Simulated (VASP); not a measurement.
**CeO2: single point with r2SCAN**

CeO2:

```xyz
3
Lattice="0.0000 2.6485 2.6485 2.6485 0.0000 2.6485 2.6485 2.6485 0.0000" Properties=species:S:1:pos:R:3 pbc="T T T"
Ce    0.0000    0.0000    0.0000
O     3.9727    3.9727    3.9727
O     1.3242    1.3242    1.3242
```

- Program: VASP 6.6.1
- Task: single point
- Functional: r2SCAN
- Potentials or basis: VASP PAW PBE potentials, release 64 (Ce, O)
- Cutoff: 520 eV
- k mesh: 9 × 9 × 9
- Occupations: fermi-dirac, width 0.05 eV
- Spin: collinear spin, ferromagnetic start
- Starting moments: [1.0, 0.0, 0.0] μB

* Pressure: 17.6 GPa
* Band gap on the k mesh: 2.49 eV (least direct gap 2.57 eV)
* Net moment: 0.00 μB per cell
* Valence electrons inside the program's atomic spheres: Ce 9.84; O 5.09

Levels at points of the mesh, in eV from the valence-band top:
Spin up:
```
           k point  band 9  band 10  band 11  band 12  band 13  band 14  band 15  band 16
(0.00, 0.00, 0.00)   -4.33    -0.70    -0.70    -0.70     2.96     2.96     2.96     3.19
```
Spin down:
```
           k point  band 9  band 10  band 11  band 12  band 13  band 14  band 15  band 16
(0.00, 0.00, 0.00)   -4.33    -0.70    -0.70    -0.70     2.96     2.96     2.96     3.19
```

It took 3.1 min on 1 thread of AMD EPYC 9R45 96-Core Processor (Zen 5) (shared host), peak memory 0.2 GiB.

Caveat: the magnetic or orbital state may not be the lowest; the cell stands under pressure; the moments typed at the start vanished in this run; the PAW data sets were made with another functional, which shifts forces and pressure a little; spin-orbit coupling is left out, which moves the levels of the heavy elements; an odd mesh through Γ misses points on the zone boundary, where band edges can lie. The state reached can hang on the start; a lower one may exist.
